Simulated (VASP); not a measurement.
Runs of VASP 6.6.1 on H4BrN. The structure is that of space group P-43m (No. 215), or close to it. The cells are those of the table. 

| cell | gap on the mesh (eV) | pressure (GPa) | largest force (eV/Å) |
| --- | --- | --- | --- |
| a = 4.000 Å, 6 atoms | 3.94 | 1.1 | 0.96 |
| a = 3.964 Å, 6 atoms | 4.07 | 3.1 | (b) |
| a = 3.928 Å, 6 atoms | 4.19 | 5.2 | 1.75 |
| a = 3.890 Å, 6 atoms | 4.33 | 7.7 | 2.19 |
| a = 4.035 Å, 6 atoms | 3.83 | -0.6 | (a) |
| a = 4.070 Å, 6 atoms | 3.72 | -2.1 | 0.27 |
| a = 4.104 Å, 6 atoms | 3.62 | -3.4 | 0.04 |

Alike in all rows: task single point; level LDA; potentials or basis VASP PAW LDA potentials, release 64 (H, Br, N); no spin polarisation; k mesh 4 × 4 × 4; cutoff (eV) 520; smearing gaussian 0.01 eV.

Q: Estimate the missing entries.

A: (a) 0.60; (b) 1.34.

Caveats: forces of over 1 eV/Å act on the atoms, so gaps and moduli don't describe the material at rest (some runs).

A k mesh can miss the band edges, and the runs leave out spin-orbit coupling on Br.
